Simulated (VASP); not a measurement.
**K: single point with PBE+D3(BJ)**

The system is K.

```
CELL_PARAMETERS angstrom
0.00000 3.39187 3.34099
3.39187 0.00000 3.34099
3.39187 3.39187 0.00000
ATOMIC_POSITIONS crystal
K 0.00000 0.00000 0.00000
```

This cell differs from its parent crystal: strain +0.000 along x and y, -0.015 along z.

| Property | Result |
| --- | --- |
| Program | VASP 6.6.1 |
| Task | single point |
| Functional | PBE |
| Dispersion | D3(BJ) |
| Potentials or basis | VASP PAW PBE potentials, release 64 (K_sv) |
| Cutoff | 520 eV |
| k mesh | 12 × 12 × 12 |
| Occupations | gaussian, width 0.15 eV |
| Spin | no spin polarisation |
| Dipole correction | no |
| Further INCAR settings | ALGO = Fast; EDIFF = 1e-06; NBANDS = 10 |

```
Pressure                   : -0.4 GPa
Dispersion energy per atom : -0.108 eV
```

Levels at points of the mesh, in eV from the Fermi level:
```
           k point  band 2  band 3  band 4  band 5  band 6  band 7  band 8  band 9
(0.00, 0.00, 0.00)  -15.61  -15.61  -15.60   -2.09    4.16    4.16    4.20    5.34
(0.50, 0.00, 0.00)  -15.66  -15.61  -15.61    0.33    0.54    3.92    4.00    6.04
(0.50, 0.50, 0.00)  -15.66  -15.63  -15.63    0.96    1.41    2.31    4.71    4.71
(0.50, 0.00, 0.50)  -15.66  -15.63  -15.62    0.91    1.30    2.36    4.80    4.82
```

Wall time 2.7 min on 1 thread of Intel(R) Xeon(R) Platinum 8259CL CPU @ 2.50GHz (Skylake/Cascade Lake) (shared host), peak memory 0.28 GiB.

Caveat: the cell differs from its parent crystal (strain +0.000 along x and y, -0.015 along z); pairwise dispersion overbinds metals, which lowers pressure and volume.
